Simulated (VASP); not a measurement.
Runs of VASP 6.6.1 on LaRe. The structure is that of space group Pm-3m (No. 221), or close to it. The cells are those of the table. 

```csv
cell,gap on the mesh (eV),pressure (GPa)
"a = 3.577 Å, 2 atoms",none,-4.5
"a = 3.474 Å, 2 atoms",none,4.5
"a = 3.652 Å, 2 atoms",none,(a)
"a = 3.521 Å, 2 atoms",none,-0.2
```

Alike in all rows: task single point; level PBEsol; potentials or basis VASP PAW PBE potentials, release 64 (La, Re); no spin polarisation; k mesh 8 × 8 × 8; cutoff (eV) 520; smearing gaussian 0.05 eV.

Q: Estimate the missing entries.

A: (a) -9.2.

Caveats: the PAW data sets were made with another functional, which shifts forces and pressure a little; spin-orbit coupling is left out, which moves the levels of the heavy elements; the cell stands under tension (at least some runs); the cell stands under pressure (at least some runs).

A k mesh can miss the band edges, and the runs leave out spin-orbit coupling on La, Re.

A gap of «none» marks levels without a gap at the run's occupations.
